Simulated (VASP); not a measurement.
Input of a VASP 6.6.1 run:

INCAR

```
ALGO     = Normal         # electronic algorithm
EDIFF    = 1E-8           # SCF threshold, eV
ENCUT    = 520            # plane-wave cutoff, eV
IBRION   = 8              # ionic algorithm
ISIF     = 2              # what is computed and relaxed
ISMEAR   = 0              # smearing method
LASPH    = True           # aspherical terms in the spheres
LCHARG   = True           # write CHGCAR
LEPSILON = True           # dielectric tensor by DFPT
LREAL    = False          # projectors in reciprocal space
LWAVE    = False          # write WAVECAR
NELM     = 100            # most SCF steps
NSW      = 1              # ionic steps
PREC     = Accurate       # precision mode
SIGMA    = 0.01           # smearing width, eV
```

The input KPOINTS:

```
k-points
0
Gamma
  12 12 12
```

File POSCAR:

```
BP
1.0
    0.0000000000      2.1236030702      2.1236030702
    2.1236030702      0.0000000000      2.1236030702
    2.1236030702      2.1236030702      0.0000000000
B P
1 1
Direct
    0.0000000000      0.0000000000      0.0000000000
    0.7500000000      0.7500000000      0.7500000000
```

Potentials or basis: VASP PAW LDA potentials, release 64 (B, P).

Launch:

```sh
$ cat potpaw_LDA.64/B/POTCAR potpaw_LDA.64/P/POTCAR > POTCAR
$ mpirun -np 1 vasp_std > vasp.out
```

Estimate the electronic dielectric tensor (diagonal).

9.23.

What does it give for the Born charges (mean of the diagonal)?

B -1.17; P +1.17 e.

What does it give for the highest phonon frequency at Γ, LO-TO splitting left out?

966 cm⁻¹.

Born effective charge tensors (e):
atom 1, B
```
-1.17  0.00  0.00
 0.00 -1.17  0.00
 0.00  0.00 -1.17
```
atom 2, P
```
1.17 0.00 0.00
0.00 1.17 0.00
0.00 0.00 1.17
```

Caveat: the cell wasn't relaxed at this level first, which shifts response properties.
